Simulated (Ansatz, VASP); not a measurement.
SnTe in VASP and in Ansatz

The input INCAR:

```
PREC = Accurate
ENCUT = 520
EDIFF = 1E-6
ISMEAR = -1
SIGMA = 0.08
LREAL = F
LASPH = T
NELM = 100
ALGO = Normal
ISIF = 2
LWAVE = F
LCHARG = F
GGA = PE
NBANDS = 17
```

KPOINTS

```
regular mesh
0
Gamma
  11 11 11
```

POSCAR

```
SnTe
1.0
    0.0000000000      3.1825879599      3.1825879599
    3.1825879599      0.0000000000      3.1825879599
    3.1825879599      3.1825879599      0.0000000000
Sn Te
1 1
Direct
    0.0000000000      0.0000000000      0.0000000000
    0.5000000000      0.5000000000      0.5000000000
```

Input for Ansatz:

```yaml
crystal:
  lattice:
    - [0.0, 3.1825879599, 3.1825879599]
    - [3.1825879599, 0.0, 3.1825879599]
    - [3.1825879599, 3.1825879599, 0.0]
  atoms:
    - { symbol: Sn, position: [0.0, 0.0, 0.0] }
    - { symbol: Te, position: [0.5, 0.5, 0.5] }
kpoints:
  mp_grid: { grid: [11, 11, 11] }
scf:
  occupations: { method: fermi_dirac, width: 0.08 }
hamiltonian:
  xc: pbe
  pseudopotentials: { kind: all_electron, lapw: { basis_error: 0.00025 } }
output:
  forces: true
  stress: true
  eigenvalues: true
```

Change from the starting cell: volume scaled by 1.025.

Alike in both runs: task single point; functional PBE; k mesh 11 × 11 × 11; occupations fermi-dirac, width 0.08 eV; no spin polarisation.

```csv
,VASP,Ansatz
version,VASP 6.6.1,Ansatz 0.2.0
potentials or method,"VASP PAW PBE potentials, release 64 (Sn_d, Te), cutoff 520 eV","all-electron LAPW, scalar-relativistic"
```

|  | VASP | Ansatz | Ansatz less VASP |
| --- | --- | --- | --- |
| pressure (GPa) | 0.8 | 0.9 | +0.07 |

Ansatz ran all-electron here, and VASP with PAW potentials.

Spin-orbit coupling is off throughout.
